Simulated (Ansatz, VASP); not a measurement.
**AlNi in VASP and in Ansatz**

```xyz
2
Lattice="2.8326 0.0000 0.0000 0.0000 2.8326 0.0000 0.0000 0.0000 2.8326" Properties=species:S:1:pos:R:3 pbc="T T T"
Al    0.0000    0.0000    0.0000
Ni    1.4163    1.4163    1.4163
```

Alike in both runs: functional LDA; k mesh 14 × 14 × 14; occupations gaussian, width 0.1 eV; no spin polarisation.

Ansatz relaxed the structure, and its values are those at the end. VASP's run is a single point on that final structure, the one shown.

|  | VASP | Ansatz |
| --- | --- | --- |
| version | VASP 6.6.1 | Ansatz 0.2.0 |
| potentials or method | VASP PAW LDA potentials, release 64 (Al, Ni), cutoff 520 eV | scalar-relativistic, plane waves, PAW |
| valence electrons in the cell | 13 | 21 |

VASP gave:

```
gap on the k mesh at the Fermi level (eV) : none
pressure (GPa)                            : 0.3
```

Problem. What did Ansatz give for the same quantities?

Solution. gap on the k mesh at the Fermi level (eV): none; pressure (GPa): 0.0.

LDA's correlation is that of Perdew and Zunger in VASP and of Perdew and Wang (1992) in Ansatz. A gap of «none» marks a metal or a gap that the smearing closes. VASP's potentials hold 13 valence electrons a cell and Ansatz's 21, so a difference there can come from the potentials and not from the codes.
